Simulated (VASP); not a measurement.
Crystal: AlNi3.

```xyz
4
Lattice="0.0000 2.8019 2.8019 2.8019 0.0000 2.8019 2.8019 2.8019 0.0000" Properties=species:S:1:pos:R:3 pbc="T T T"
Al    2.8019    2.8019    2.8019
Ni    1.4009    1.4009    1.4009
Ni    0.0000    0.0000    0.0000
Ni    4.2028    4.2028    4.2028
```

| Item | Value |
| --- | --- |
| Program | VASP 6.6.1 |
| Task | relaxation of cell and atoms |
| Functional | LDA |
| Potentials or basis | VASP PAW LDA potentials, release 64 (Al, Ni) |
| Cutoff | 600 eV |
| k mesh | 14 × 14 × 14 |
| Occupations | gaussian, width 0.1 eV |
| Spin | no spin polarisation |

At the start: pressure -7.0 GPa; volume 11.00 Å³/atom.

Problem. How do energy, volume and symmetry change on relaxing?

Solution. Over 3 steps the energy falls by 9.1 meV/atom and the volume is 10.61 Å³/atom (-3.5 %); space group Fm-3m (No. 225, to 0.05 Å).

Step by step:
```csv
step,energy change (eV),largest force (eV/Å),pressure (GPa),volume (Å³)
1,0.0000,0.0000,-7.03,43.99
2,-0.0007,0.0000,8.17,40.99
3,-0.0363,0.0000,0.07,42.43
```

Final structure:
```xyz
4
Lattice="0.0000 2.7684 2.7684 2.7684 0.0000 2.7684 2.7684 2.7684 0.0000" Properties=species:S:1:pos:R:3 pbc="T T T"
Al    2.7684    2.7684    2.7684
Ni    1.3842    1.3842    1.3842
Ni    0.0000    0.0000    0.0000
Ni    4.1526    4.1526    4.1526
```
